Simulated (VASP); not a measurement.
## In: single point with PBE

In:

```
CELL_PARAMETERS angstrom
3.36354 0.00000 0.00000
-1.68177 2.91291 0.00000
0.00000 0.00000 5.65689
ATOMIC_POSITIONS crystal
In 0.33333 0.66667 0.75000
In 0.66667 0.33333 0.25000
```

* Program: VASP 6.6.1
* Task: single point
* Functional: PBE
* Potentials or basis: VASP PAW PBE potentials, release 64 (In_d)
* Cutoff: 520 eV
* k mesh: 14 × 14 × 8
* Occupations: gaussian, width 0.05 eV
* Spin: no spin polarisation
* Dipole correction: no
* Further INCAR settings: ALGO = Normal; EDIFF = 1e-07; NBANDS = 20

| Quantity | Value |
| --- | --- |
| Pressure | 0.0 GPa |
| Band gap on the k mesh | zero (band 13 reaches 10.16 eV, above the bottom of band 14 at 4.41 eV) |

Levels at points of the mesh, in eV from the Fermi level:
```tsv
k point	band 11	band 12	band 13	band 14	band 15	band 16
(0.00, 0.00, 0.00)	-9.23	-4.66	-3.29	8.25	8.25	9.44
(0.50, 0.00, 0.00)	-4.73	-3.99	-0.20	0.13	0.86	2.78
(0.00, 0.00, 0.50)	-7.96	-7.96	2.48	2.48	9.17	9.17
(0.50, 0.00, 0.50)	-3.56	-3.56	-2.55	-2.55	5.49	5.49
```

It took 68 s on 1 thread of Intel(R) Xeon(R) 6975P-C (Granite Rapids) (shared host), peak memory 0.24 GiB.

Caveat: spin-orbit coupling is left out, which moves the levels of the heavy elements.
